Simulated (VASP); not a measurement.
Set up this calculation in VASP 6.6.1, as the native input.

* Task: single point
* Functional: PBEsol
* Potentials or basis: VASP PAW PBE potentials, release 64 (Au)
* Cutoff: 520 eV
* k mesh: 14 × 14 × 1
* Occupations: gaussian, width 0.1 eV
* Spin: no spin polarisation
* Dipole correction: no
* Further INCAR settings: ALGO = Fast; EDIFF = 1e-07; NBANDS = 36

The structure of Au lies in POSCAR:

```
Au
1.0
    2.8200300622      0.0000000000      0.0000000000
   -1.4100150311      2.5170030989      0.0000000000
    0.0000000000      0.0000000000     24.6013551323
Au
5
Direct
    0.6638639510      0.3277279020      0.3048612550
    0.3361360490      0.6722720980      0.4024306275
    0.6638639510      0.3277279020      0.5000000000
    0.3361360490      0.6722720980      0.5975693725
    0.6638639510      0.3277279020      0.6951387450
```

The input as run:

INCAR

```
SYSTEM = Au
PREC = Accurate
ENCUT = 520
EDIFF = 1E-7
ISMEAR = 0
SIGMA = 0.1
LREAL = .FALSE.
LASPH = .TRUE.
NELM = 100
ALGO = Fast
ISIF = 2
LWAVE = .FALSE.
LCHARG = .TRUE.
GGA = PS
LELF = .TRUE.
LVHAR = .TRUE.
NBANDS = 36
```

KPOINTS

```
regular mesh
0
G
  14 14 1
  0 0 0
```

Potentials or basis: VASP PAW PBE potentials, release 64 (Au).

The run is started by

```bash
$ cat potpaw_PBE.64/Au/POTCAR > POTCAR
$ mpirun -np 1 vasp_std > vasp.out
```

It gave:

| Item | Value |
| --- | --- |
| Largest force | 0.107 eV/Å |

Caveat: the PAW data sets were made with another functional, which shifts forces and pressure a little.

Run time: 6.1 min on 1 thread of Intel(R) Xeon(R) Platinum 8488C (Sapphire Rapids), on a shared host, peak memory 0.47 GiB.
